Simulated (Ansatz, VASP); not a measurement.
# B in VASP and in Ansatz

File POSCAR:

```
B
1.0
   -1.1474615458      1.1474615458      1.1474615458
    1.1474615458     -1.1474615458      1.1474615458
    1.1474615458      1.1474615458     -1.1474615458
B
1
Direct
    0.0000000000      0.0000000000      0.0000000000
```

INCAR.step1

```
ALGO = Normal ; EDIFF = 1E-4
ENCUT = 520 ; GGA = PE
GGA_COMPAT = False ; ISMEAR = -1
LASPH = True ; LCHARG = False
LREAL = False ; LSORBIT = True
LWAVE = True ; MAGMOM = 0 0 0
NBANDS = 14 ; NELM = 150
PREC = Accurate ; SIGMA = 0.1
```

Contents of INCAR.step2:

```
ALGO = Normal ; EDIFF = 1E-6
ENCUT = 520 ; GGA_COMPAT = False
ISIF = 2 ; ISMEAR = -1
ISTART = 1 ; LASPH = True
LCHARG = True ; LMIXTAU = True
LORBIT = 11 ; LORBMOM = True
LREAL = False ; LSORBIT = True
LVHAR = True ; LWAVE = False
MAGMOM = 0 0 0 ; METAGGA = R2SCAN
NBANDS = 14 ; NELM = 150
PREC = Accurate ; SIGMA = 0.1
```

The input KPOINTS:

```
k-points
0
Gamma
  19 19 19
```

Input for Ansatz:

```yaml
crystal:
  lattice:
    - [-1.1474615458, 1.1474615458, 1.1474615458]
    - [1.1474615458, -1.1474615458, 1.1474615458]
    - [1.1474615458, 1.1474615458, -1.1474615458]
  atoms:
    - { symbol: B, position: [0.0, 0.0, 0.0] }
hamiltonian:
  xc: r2scan
  pseudopotentials:
    kind: paw_fr
    azcp:
      B: "pseudopotentials/B.paw.azcp"
basis:
  ecutwfc: 500
  fft_grid_basis: typed
kpoints:
  mp_grid: { grid: [19, 19, 19], shift: [0, 0, 0] }
magnetization:
  noncollinear: true
  spin_orbit: true
scf:
  occupations: { method: fermi_dirac, width: 0.1 }
output:
  write_density: true
  write_potential: true
  elf: true
  volumetric_format: npy
```

Alike in both runs: task single point; functional r2SCAN; k mesh 19 × 19 × 19; occupations fermi-dirac, width 0.1 eV; non-collinear spin, spin-orbit coupling.

|  | VASP | Ansatz |
| --- | --- | --- |
| version | VASP 6.6.1 | Ansatz 0.2.0 |
| potentials or method | VASP PAW PBE potentials, release 64 (B), cutoff 520 eV | plane waves (500 eV) with PAW, fully relativistic with spin-orbit coupling |
| valence electrons in the cell | 3 | 3 |

|  | VASP | Ansatz | Ansatz less VASP |
| --- | --- | --- | --- |
| net moment per atom (μB) | 0.00 | 0.00 | 0.000 |

VASP's potentials were made for PBE, not for r2SCAN.
